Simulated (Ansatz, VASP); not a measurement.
HfO2: VASP beside Ansatz

```
CELL_PARAMETERS angstrom
-0.17539 2.48025 2.48025
2.48025 -0.17539 2.48025
2.48025 2.48025 -0.17539
ATOMIC_POSITIONS crystal
Hf 0.00000 0.00000 0.00000
O 0.25590 0.25590 0.25590
O 0.74410 0.74410 0.74410
```

Change from the starting cell: epitaxial_111 strain +5.0%.

Alike in both runs: task single point; functional PBE; k mesh 8 × 8 × 8; occupations fermi-dirac, width 0.02 eV; no spin polarisation.

|  | VASP | Ansatz |
| --- | --- | --- |
| version | VASP 6.6.1 | Ansatz 0.2.0 |
| potentials or method | VASP PAW PBE potentials, release 64 (Hf_pv, O) | plane waves, PAW |
| plane-wave cutoff (eV) | 520 | 420 |
| valence electrons in the cell | 22 | 38 |

|  | VASP | Ansatz | Ansatz less VASP |
| --- | --- | --- | --- |
| gap on the k mesh at the Fermi level (eV) | 3.78 | 3.78 | -0.007 |
| pressure (GPa) | -6.9 | -3.5 | +3.38 |
| traceless stress, the component that is largest in VASP (GPa) | 4.49 | 4.67 | +0.172 |
| rms of the force components (eV/Å) | 0.012 | 0.040 | +0.0282 |

Atom by atom the forces differ by 0.028 eV/Å (rms over components). With one functional, cell and mesh, what is left measures potentials, basis and numerics. VASP's potentials hold 22 valence electrons a cell and Ansatz's 38, so a difference there can come from the potentials and not from the codes.

Neither program's run includes spin-orbit coupling.
